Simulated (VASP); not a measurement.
# CaO (Fm-3m) in VASP: further runs

The runs below take CaO through elastic constants, with LDA.

Program: VASP 6.6.1. These are calculated values, not measurements. Logs are shortened: lines on timing, memory, paths and dates and some standing lists are left out, and cuts for length are marked.

## Step 1: The cell of the first run

It takes space group Fm-3m (No. 225, cubic). The conventional cell has a = 4.562 Å, b = 4.562 Å, c = 4.562 Å, α = 90.00°, β = 90.00°, γ = 90.00°. Ca (site symmetry m-3m) has 6 O at 2.28 Å within 3.0 Å. O (site symmetry m-3m) has 6 Ca at 2.28 Å within 3.0 Å.

## Step 2: Elastic constants, LDA

Contents of INCAR:

```
ALGO = Normal
EDIFF = 1E-8
ENCUT = 600
GGA = CA
IBRION = 6
ISIF = 3
ISMEAR = 0
LASPH = T
LCHARG = T
LREAL = F
LWAVE = F
NELM = 80
NFREE = 2
NSW = 1
POTIM = 0.015
PREC = Accurate
SIGMA = 0.01
```

Contents of KPOINTS:

```
k-points
0
Gamma
  8 8 8
```

Contents of POSCAR:

```
CaO
1.0
    0.0000000000      2.2808775868      2.2808775868
    2.2808775868      0.0000000000      2.2808775868
    2.2808775868      2.2808775868      0.0000000000
Ca O
1 1
Direct
    0.0000000000      0.0000000000      0.0000000000
    0.5000000000      0.5000000000      0.5000000000
```

Potentials or basis: VASP PAW LDA potentials, release 64 (Ca_sv, O).

The run is started by

```console
cat potpaw_LDA.64/Ca_sv/POTCAR potpaw_LDA.64/O/POTCAR > POTCAR
mpirun -np 1 vasp_std > vasp.out
```

OUTCAR:

```text
EDIFF = 1E-8
   ENCUT = 600
   GGA = CA
   IBRION = 6
   ISIF = 3
   ISMEAR = 0
   LASPH = T
   LREAL = F
   NELM = 80
   NFREE = 2
   NSW = 1
   POTIM = 0.015
   PREC = Accurate

 ion  position               nearest neighbor table
   1  0.000  0.000  0.000-   2 2.28   2 2.28   2 2.28   2 2.28   2 2.28   2 2.28
   2  0.500  0.500  0.500-   1 2.28   1 2.28   1 2.28   1 2.28   1 2.28   1 2.28

  LATTYP: Found a face centered cubic cell.
 ALAT       =     4.5617551736

  Lattice vectors:

 A1 = (   0.0000000000,   2.2808775868,   2.2808775868)
 A2 = (   2.2808775868,   0.0000000000,   2.2808775868)
 A3 = (   2.2808775868,   2.2808775868,   0.0000000000)

Analysis of symmetry for initial positions (statically):
=====================================================================
 Subroutine PRICEL returns:
 Original cell was already a primitive cell.

 Routine SETGRP: Setting up the symmetry group for a
 face centered cubic supercell.

 Subroutine GETGRP returns: Found 48 space group operations
 (whereof 48 operations were pure point group operations)
 out of a pool of 48 trial point group operations.

The static configuration has the point symmetry O_h .

Analysis of symmetry for dynamics (positions and initial velocities):
=====================================================================
 Subroutine PRICEL returns:
 Original cell was already a primitive cell.

 Routine SETGRP: Setting up the symmetry group for a
 face centered cubic supercell.

 Subroutine GETGRP returns: Found 48 space group operations
 (whereof 48 operations were pure point group operations)
 out of a pool of 48 trial point group operations.

The dynamic configuration has the point symmetry O_h .

 Subroutine INISYM returns: Found 48 space group operations
 (whereof 48 operations are pure point group operations),
 and found     1 'primitive' translations

----------------------------------------------------------------------------------------

                                     Primitive cell

  volume of cell :      23.7321

  direct lattice vectors                    reciprocal lattice vectors
     0.000000000  2.280877587  2.280877587    -0.219213869  0.219213869  0.219213869
     2.280877587  0.000000000  2.280877587     0.219213869 -0.219213869  0.219213869
     2.280877587  2.280877587  0.000000000     0.219213869  0.219213869 -0.219213869

  length of vectors
     3.225648017  3.225648017  3.225648017     0.379689558  0.379689558  0.379689558

  position of ions in fractional coordinates (direct lattice)
     0.000000000  0.000000000  0.000000000
     0.500000000  0.500000000  0.500000000

  ion indices of the primitive-cell ions
   primitive index   ion index
                 1           1
                 2           2

----------------------------------------------------------------------------------------

 KPOINTS: k-points

Automatic generation of k-mesh.
 Grid dimensions read from file:
 generate k-points for:    8    8    8

 Generating k-lattice:

  Cartesian coordinates                     Fractional coordinates (reciprocal lattice)
    -0.027401734  0.027401734  0.027401734     0.125000000  0.000000000  0.000000000
     0.027401734 -0.027401734  0.027401734     0.000000000  0.125000000  0.000000000
     0.027401734  0.027401734 -0.027401734     0.000000000  0.000000000  0.125000000

  Length of vectors
[... 111 lines left out ...]
  --------------------------------------------------------------------------------------
  -------------------------------------------------------------------------------------
  Total        2.4125173      2.4125173      2.4125173     -0.0000000      0.0000000      0.0000000
  in kB      162.8714972    162.8714972    162.8714972     -0.0000000      0.0000000      0.0000000
  external PRESSURE =     162.8714972 kB  Pullay stress =       0.0000000 kB
[... 89 lines left out ...]
  FREE ENERGIE OF THE ION-ELECTRON SYSTEM (eV)
  ---------------------------------------------------
  free  energy   TOTEN  =       -14.0583369344 eV

  energy  without entropy=      -14.0583369344  energy(sigma->0) =      -14.05833693

[... ionic steps 4 to 14 ...]

--------------------------------------- Ionic step       15  -------------------------------------------

 number of electron      16.0000001 magnetization

------------------------ aborting loop because EDIFF is reached ----------------------------------------
[... 67 lines left out ...]
--------------------------------------- Ionic step       17  -------------------------------------------

 number of electron      16.0000000 magnetization

 Free energy of the ion-electron system (eV)
  ---------------------------------------------------
  ext. energy  EPLUGINS =         0.00000000
  ---------------------------------------------------
  free energy    TOTEN  =       -14.10123031 eV

  energy without entropy =      -14.10123031  energy(sigma->0) =      -14.10123031

 E-fermi :   3.0700     XC(G=0): -11.8200

 val. band max:        3.0058540559   @ k =   0.0000   0.0000   0.0000
 cond. band min:       6.3253514390   @ k =   0.0000   0.5000   0.5000
 fundamental gap:      3.3194973830
 Fermi energy:         3.0699857908

 k-point     1 :       0.0000    0.0000    0.0000
  band No.  band energies     occupation
      1     -33.4981      2.00000
      2     -14.3757      2.00000
      3     -14.3749      2.00000
      4     -14.3749      2.00000
      5     -12.5077      2.00000
      6       3.0057      2.00000
      7       3.0057      2.00000
      8       3.0059      2.00000
      9       8.9578      0.00000
     10       9.4432      0.00000
     11       9.4446      0.00000
     12       9.4446      0.00000
[... 331 lines left out ...]
 k-point    24 :      -0.3750    0.2500    0.1250
  band No.  band energies     occupation
      1     -33.2424      2.00000
      2     -16.0546      2.00000
      3     -14.8004      2.00000
      4     -14.5947      2.00000
      5     -10.9590      2.00000
      6       0.6507      2.00000
      7       1.6865      2.00000
      8       1.7110      2.00000
      9      10.2406      0.00000
     10      10.3177      0.00000
     11      12.6470      0.00000
     12      13.1708      0.00000

 [... further k-points ...]

------------------------ aborting loop because EDIFF is reached ----------------------------------------

  FORCE on cell =-STRESS in cart. coord.  units (eV):
  Direction    XX          YY          ZZ          XY          YZ          ZX
  --------------------------------------------------------------------------------------
  -------------------------------------------------------------------------------------
  Total        2.4214938      2.4112632      2.4112632     -0.0000000      0.0000000      0.0000000
  in kB      163.4775122    162.7868310    162.7868310     -0.0000000      0.0000000      0.0000000
  external PRESSURE =     163.0170581 kB  Pullay stress =       0.0000000 kB
[... 17 lines left out ...]
  FREE ENERGIE OF THE ION-ELECTRON SYSTEM (eV)
  ---------------------------------------------------
  free  energy   TOTEN  =       -14.1012303116 eV

  energy  without entropy=      -14.1012303116  energy(sigma->0) =      -14.10123031

 INTERNAL STRAIN TENSORS FROM STRAINED CELLS
 ============================================

 INTERNAL STRAIN TENSOR FOR ION    1 for displacements in x,y,z  (eV/Angst):
          X           Y           Z          XY          YZ          ZX
  --------------------------------------------------------------------------------
  x    -0.00000     0.00000     0.00000     0.00000     0.00000     0.00000
  y    -0.00000     0.00000    -0.00000     0.00000    -0.00000     0.00000
  z     0.00000     0.00000     0.00000     0.00000     0.00000     0.00000

 INTERNAL STRAIN TENSORS FROM DISPLACED ATOMS
 ============================================

 INTERNAL STRAIN TENSOR FOR ION    1 for displacements in x,y,z  (eV/Angst):
          X           Y           Z          XY          YZ          ZX
  --------------------------------------------------------------------------------
  x     0.00000     0.00000     0.00000     0.00000     0.00000     0.00000
  y     0.00000     0.00000     0.00000     0.00000     0.00000     0.00000
  z     0.00000     0.00000     0.00000     0.00000     0.00000     0.00000

 INTERNAL STRAIN TENSOR FOR ION    2 for displacements in x,y,z  (eV/Angst):
          X           Y           Z          XY          YZ          ZX
  --------------------------------------------------------------------------------
  x     0.00000     0.00000     0.00000     0.00000     0.00000     0.00000
  y     0.00000     0.00000     0.00000     0.00000     0.00000     0.00000
  z     0.00000     0.00000     0.00000     0.00000     0.00000     0.00000

 Eigenvectors and eigenvalues of the dynamical matrix
 ----------------------------------------------------

   1 f  =   11.046717 THz    69.408568 2PiTHz  368.478806 cm-1    45.685529 meV
             X         Y         Z           dx          dy          dz
      0.000000  0.000000  0.000000    -0.533932    0.000000    0.000000
      2.280878  2.280878  2.280878     0.845527    0.000000    0.000000
[... 21 lines left out ...]
   6 f/i=    0.002858 THz     0.017957 2PiTHz    0.095328 cm-1     0.011819 meV
             X         Y         Z           dx          dy          dz
      0.000000  0.000000  0.000000     0.000000   -0.478960    0.696788
      2.280878  2.280878  2.280878     0.000000   -0.302453    0.440006

--------------------------------------------------------------------------------------------------------

 ELASTIC MODULI CONTR FROM IONIC RELAXATION (kBar)
 Direction    XX          YY          ZZ          XY          YZ          ZX
 --------------------------------------------------------------------------------
 XX           0.0000      0.0000      0.0000      0.0000      0.0000      0.0000
 YY           0.0000      0.0000      0.0000      0.0000      0.0000      0.0000
 ZZ           0.0000      0.0000      0.0000      0.0000      0.0000      0.0000
 XY           0.0000      0.0000      0.0000      0.0000      0.0000      0.0000
 YZ           0.0000      0.0000      0.0000      0.0000      0.0000      0.0000
 ZX           0.0000      0.0000      0.0000      0.0000      0.0000      0.0000
 --------------------------------------------------------------------------------

 TOTAL ELASTIC MODULI (kBar)
 Direction    XX          YY          ZZ          XY          YZ          ZX
 --------------------------------------------------------------------------------
 XX        4014.8941    699.0388    699.0388      0.0000      0.0000      0.0000
 YY         699.0388   4014.8941    699.0388     -0.0000      0.0000     -0.0000
 ZZ         699.0388    699.0388   4014.8941      0.0000     -0.0000     -0.0000
 XY           0.0000     -0.0000      0.0000    774.1004     -0.0000      0.0000
 YZ           0.0000      0.0000     -0.0000     -0.0000    774.1004     -0.0000
 ZX           0.0000     -0.0000     -0.0000      0.0000     -0.0000    774.1004
 --------------------------------------------------------------------------------
```

Run time: 10 min. Hardware: 1 thread of Oxide Virtual Turin-like, shared host; peak memory 0.2 GiB.

What came out:

```
Elastic constants C11, C12, C44                         : 401, 70, 77 GPa
Voigt bulk modulus                                      : 180 GPa
Highest phonon frequency at Γ, LO-TO splitting left out : 368 cm⁻¹
```

Phonon frequencies in cm⁻¹ (negative: imaginary):
```tsv
q point	frequencies
(0.000, 0.000, 0.000)	0 0 0 368 368 368
```

Elastic tensor in Voigt notation (GPa, in the Cartesian axes of the cell as first typed):
```
401  70  70   0   0   0
 70 401  70   0   0   0
 70  70 401   0   0   0
  0   0   0  77   0   0
  0   0   0   0  77   0
  0   0   0   0   0  77
```

Clamped-ion elastic tensor (GPa):
```
401  70  70   0   0   0
 70 401  70   0   0   0
 70  70 401   0   0   0
  0   0   0  77   0   0
  0   0   0   0  77   0
  0   0   0   0   0  77
```

Caveat: the cell is under stress, which shifts elastic constants.

## Step 3: Elastic constants, LDA

This run uses another cell than the first one, of 12.20 Å³/atom.

Contents of INCAR:

```
  PREC = Accurate
  ENCUT = 600
  EDIFF = 1E-8
  ISMEAR = 0
  SIGMA = 0.01
  LREAL = F
  LASPH = T
  NELM = 60
  ALGO = Normal
  ISIF = 3
  LWAVE = F
  LCHARG = T
  GGA = CA
  NBANDS = 15
  IBRION = 6
  NFREE = 2
  POTIM = 0.015
  NSW = 1
```

Contents of KPOINTS:

```
Automatic mesh
0
Gamma
  8 8 8
```

Contents of POSCAR:

```
CaO
1.0
    0.0000000000      2.3019539926      2.3019539926
    2.3019539926      0.0000000000      2.3019539926
    2.3019539926      2.3019539926      0.0000000000
Ca O
1 1
Direct
    0.0000000000      0.0000000000      0.0000000000
    0.5000000000      0.5000000000      0.5000000000
```

Potentials or basis: VASP PAW LDA potentials, release 64 (Ca_sv, O).

The run is started by

```console
cat potpaw_LDA.64/Ca_sv/POTCAR potpaw_LDA.64/O/POTCAR > POTCAR
mpirun -np 1 vasp_std > vasp.out
```

Wall time 13 min (1 thread of Oxide Virtual Turin-like, shared host); peak memory 0.21 GiB.

The run converged. Its results:

```yaml
Elastic_constants_C11_C12_C44: 359, 68, 78 GPa
Voigt_bulk_modulus: 165 GPa
Highest_phonon_frequency_at_Γ_LO-TO_splitting_left_out: 348 cm⁻¹
```

Phonon frequencies in cm⁻¹ (negative: imaginary):
```tsv
q point	frequencies
(0.000, 0.000, 0.000)	0 0 0 348 348 348
```

Elastic tensor in Voigt notation (GPa, in the Cartesian axes of the cell as first typed):
```
359  68  68   0   0   0
 68 359  68   0   0   0
 68  68 359   0   0   0
  0   0   0  78   0   0
  0   0   0   0  78   0
  0   0   0   0   0  78
```

Clamped-ion elastic tensor (GPa):
```
359  68  68   0   0   0
 68 359  68   0   0   0
 68  68 359   0   0   0
  0   0   0  78   0   0
  0   0   0   0  78   0
  0   0   0   0   0  78
```

Caveat: the cell is under stress, which shifts elastic constants.

## Step 4: Elastic constants, LDA

This run uses another cell than the first one, of 12.42 Å³/atom.

Contents of INCAR:

```
ALGO = Normal ; EDIFF = 1E-8
ENCUT = 600 ; IBRION = 6
ISIF = 3 ; ISMEAR = 0
LASPH = T ; LCHARG = T
LREAL = F ; LWAVE = F
NELM = 60 ; NFREE = 2
NSW = 1 ; POTIM = 0.015
PREC = Accurate ; SIGMA = 0.01
```

Contents of KPOINTS:

```
k-points
0
Gamma
  8 8 8
```

Contents of POSCAR:

```
CaO
1.0
    0.0000000000      2.3159654343      2.3159654343
    2.3159654343      0.0000000000      2.3159654343
    2.3159654343      2.3159654343      0.0000000000
Ca O
1 1
Direct
    0.0000000000      0.0000000000      0.0000000000
    0.5000000000      0.5000000000      0.5000000000
```

The run is started by

```console
cat potpaw_LDA.64/Ca_sv/POTCAR potpaw_LDA.64/O/POTCAR > POTCAR
mpirun -np 1 vasp_std > vasp.out
```

It took 8.2 min on 1 thread of Oxide Virtual Turin-like, shared host; peak memory 0.2 GiB.

Results (log left out):

```yaml
Elastic_constants_C11_C12_C44: 333, 66, 79 GPa
Voigt_bulk_modulus: 155 GPa
Highest_phonon_frequency_at_Γ_LO-TO_splitting_left_out: 335 cm⁻¹
```

Phonon frequencies in cm⁻¹ (negative: imaginary):
```tsv
q point	frequencies
(0.000, 0.000, 0.000)	0 0 0 335 335 335
```

Elastic tensor in Voigt notation (GPa, in the Cartesian axes of the cell as first typed):
```
333  66  66   0   0   0
 66 333  66   0   0   0
 66  66 333   0   0   0
  0   0   0  79   0   0
  0   0   0   0  79   0
  0   0   0   0   0  79
```

Clamped-ion elastic tensor (GPa):
```
333  66  66   0   0   0
 66 333  66   0   0   0
 66  66 333   0   0   0
  0   0   0  79   0   0
  0   0   0   0  79   0
  0   0   0   0   0  79
```

Caveat: the cell is under stress, which shifts elastic constants.

[end of part 1 of 2]
